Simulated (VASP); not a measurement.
A run of VASP 6.6.1:

INCAR

```
SYSTEM = W18Se36F
  ALGO = Normal
  EDIFF = 1E-6
  ENCUT = 520
  GGA = PE
  ISIF = 2
  ISMEAR = -1
  LASPH = .TRUE.
  LCHARG = .FALSE.
  LREAL = Auto
  LWAVE = .FALSE.
  NBANDS = 270
  NELECT = 476.0
  NELM = 60
  PREC = Accurate
  SIGMA = 0.01
```

Contents of KPOINTS:

```
k-points
0
G
  1 1 1
  0 0 0
```

The input POSCAR:

```
W18Se36F
1.0
    9.7497821400      0.0000000800      0.0000000000
   -4.8748911500      8.4435589800      0.0000000000
    0.0000000000      0.0000000000     12.8261208300
W Se F
18 36 1
Direct
    0.2113145089      0.1226450820      0.7471423455
    0.1225245660      0.2113724786      0.2530988943
    0.2053483601      0.4557900280      0.7392034681
    0.1234840724      0.5437643061      0.2542606641
    0.2102640981      0.7895926349      0.7462352123
    0.1219187597      0.8779331095      0.2547439747
    0.5436454659      0.1235253948      0.7462131479
    0.4560138305      0.2055605898      0.2606774912
    0.5413821345      0.4584750300      0.7447897245
    0.4584981169      0.5413550109      0.2553758103
    0.5440669478      0.7945084499      0.7392032342
    0.4560879619      0.8763689554      0.2542610539
    0.8779247190      0.1219321061      0.7455608852
    0.7896021179      0.2102491309      0.2540864883
    0.8763310089      0.4562121185      0.7462136157
    0.7942935281      0.5438402156      0.2606772573
    0.8772100920      0.7885417684      0.7471421116
    0.7884798443      0.8773266053      0.2530994400
    0.1011466779      0.2371486948      0.8754535490
    0.2294048949      0.0984345563      0.3861117532
    0.0982912305      0.2292289302      0.6139992056
    0.2369606399      0.1011061785      0.1247727213
    0.0990121486      0.5658456349      0.8756522840
    0.2345570364      0.4325776595      0.3841750803
    0.0954860623      0.5695998576      0.6132398177
    0.2368149303      0.4349057062      0.1240336826
    0.0997741590      0.9000808794      0.8782387247
    0.2331999616      0.7666519529      0.3843206426
    0.0993098512      0.9005457308      0.6167795474
    0.2332337135      0.7666191468      0.1235410161
    0.4347726704      0.2370924358      0.8764060583
    0.5695241034      0.0957071487      0.3870489812
    0.4325779574      0.2344872547      0.6160917322
    0.5658935454      0.0987469806      0.1246111760
    0.4238738980      0.5759829448      0.8655576497
    0.5683655262      0.4314875946      0.3888014986
    0.4315480743      0.5683082189      0.6110775895
    0.5761726473      0.4236822366      0.1338925481
    0.4340114468      0.9008445353      0.8756522061
    0.5672744339      0.7652958865      0.3841758600
    0.4302568608      0.9043708919      0.6132393499
    0.5649468643      0.7630385445      0.1240339945
    0.7665933138      0.2332638338      0.8768503859
    0.9005332246      0.0993180636      0.3835164244
    0.7665101241      0.2333479216      0.6161406948
    0.9000517981      0.0997991404      0.1220080507
    0.7627625885      0.5650842199      0.8764067600
    0.9041460382      0.4303275356      0.3870490592
    0.7653695494      0.5672787920      0.6160911865
    0.9011054239      0.4339581137      0.1246112540
    0.7627077281      0.8987103610      0.8754537049
    0.9014184871      0.7704477393      0.3861120650
    0.7706279714      0.9015661472      0.6139989717
    0.8987469065      0.7628926313      0.1247719417
    0.4991311680      0.5007232104      0.0004992936
```

Potentials or basis: VASP PAW PBE potentials, release 64 (W_sv, Se, F).

The run is started by

```sh
$ cat potpaw_PBE.64/W_sv/POTCAR potpaw_PBE.64/Se/POTCAR potpaw_PBE.64/F/POTCAR > POTCAR
$ mpirun -np 1 vasp_gam > vasp.out
```

Hardware: 1 thread of AMD EPYC 7R43 64-Core Processor (Zen 3), on a shared host.

Q: How long does it take, and how much memory?

A: Wall time 14 min on 1 thread of AMD EPYC 7R43 64-Core Processor (Zen 3) (shared host), peak memory 1.2 GiB. Counts: scf iterations 18, k points 1.
